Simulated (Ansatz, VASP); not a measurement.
CoC: VASP beside Ansatz

Contents of INCAR:

```
PREC     = Accurate       # precision mode
ENCUT    = 600            # plane-wave cutoff, eV
EDIFF    = 1E-7           # SCF threshold, eV
ISMEAR   = 0              # smearing method
SIGMA    = 0.1            # smearing width, eV
LREAL    = F              # projectors in reciprocal space
LASPH    = T              # aspherical terms in the spheres
NELM     = 60             # most SCF steps
ALGO     = Normal         # electronic algorithm
ISIF     = 3              # what is computed and relaxed
LWAVE    = F              # write WAVECAR
LCHARG   = F              # write CHGCAR
GGA      = PE             # functional
IBRION   = 2              # ionic algorithm
NSW      = 100            # ionic steps
EDIFFG   = -0.01          # ionic threshold
```

Contents of KPOINTS:

```
regular mesh
0
Gamma
  24 24 24
```

The input POSCAR:

```
CoC
1.0
    0.0000000000      2.0011295722      2.0011295722
    2.0011295722      0.0000000000      2.0011295722
    2.0011295722      2.0011295722      0.0000000000
Co C
1 1
Direct
    0.0000000000      0.0000000000      0.0000000000
    0.5000000000      0.5000000000      0.5000000000
```

Input for Ansatz:

```yaml
crystal:
  lattice:
    - [0.0, 2.0011295722, 2.0011295722]
    - [2.0011295722, 0.0, 2.0011295722]
    - [2.0011295722, 2.0011295722, 0.0]
  atoms:
    - { symbol: Co, position: [0.0, 0.0, 0.0] }
    - { symbol: C, position: [0.5, 0.5, 0.5] }
basis:
  ecutwfc: 420
kpoints:
  mp_grid: { grid: [24, 24, 24] }
hamiltonian:
  xc: pbe
scf:
  occupations: { method: gaussian, width: 0.1 }
output:
  forces: true
  stress: true
  eigenvalues: true
relax:
  adjacent_minimum: "off"
  f_tol: 0.01
  max_steps: 80
  cell: { stress_tol: 0.05 }
```

Alike in both runs: task relaxation of cell and atoms; functional PBE; k mesh 24 × 24 × 24; occupations gaussian, width 0.1 eV; no spin polarisation.

```csv
,VASP,Ansatz
version,VASP 6.6.1,Ansatz 0.2.0
potentials or method,"VASP PAW PBE potentials, release 64 (Co, C), cutoff 600 eV","scalar-relativistic, plane waves, PAW"
valence electrons in the cell,13,21
```

```csv
,VASP,Ansatz,Ansatz less VASP
"gap on the k mesh at the Fermi level, each at its own relaxed structure (eV)",none,none,-
relaxed volume (Å³/atom),8.01,8.01,+0.001
relaxed cell length with the largest relative difference (Å),2.830,2.830,+0.0001
```

A gap of «none» marks a metal or a gap that the smearing closes. VASP's potentials hold 13 valence electrons a cell and Ansatz's 21, so a difference there can come from the potentials and not from the codes.

Noted on VASP's run: the relaxation stopped at its first step, so nothing moved.
